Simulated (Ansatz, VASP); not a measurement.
**Hf2SeS3: VASP beside Ansatz**

```xyz
6
Lattice="6.5986 0.0000 0.0000 -3.2993 5.7145 0.0000 0.0000 0.0000 3.3683" Properties=species:S:1:pos:R:3 pbc="T T T"
Hf    0.0000    3.8097    0.0000
Hf    3.2993    1.9048    0.0000
Se    0.0000    0.0000    0.0000
S     3.2993    0.0000    1.6842
S     1.6496    2.8573    1.6842
S    -1.6496    2.8573    1.6842
```

Change from the starting cell: species swapped into the ZrCo3B2 type (P6/mmm, No. 191).

Alike in both runs: task relaxation of cell and atoms; functional PBE; k mesh 6 × 6 × 12; occupations gaussian, width 0.1 eV; no spin polarisation.

|  | VASP | Ansatz |
| --- | --- | --- |
| version | VASP 6.6.1 | Ansatz 0.2.0 |
| potentials or method | VASP PAW PBE potentials, release 64 (Hf_pv, Se, S), cutoff 600 eV | scalar-relativistic, plane waves, PAW |
| valence electrons in the cell | 44 | 86 |

Ansatz gave:

| Quantity | Value |
| --- | --- |
| gap on the k mesh at the Fermi level, each at its own relaxed structure (eV) | none |
| relaxed volume (Å³/atom) | 21.13 |
| relaxed length of the cell vector where the two differ most in proportion (Å) | 3.364 |

**Question.** Estimate VASP's values.

**Answer.** gap on the k mesh at the Fermi level, each at its own relaxed structure (eV): none; relaxed volume (Å³/atom): 21.00; relaxed length of the cell vector where the two differ most in proportion (Å): 3.356.

A gap of «none» marks a metal or a gap that the smearing closes. VASP's potentials hold 44 valence electrons a cell and Ansatz's 86, so a difference there can come from the potentials and not from the codes.

Spin-orbit coupling is off throughout.
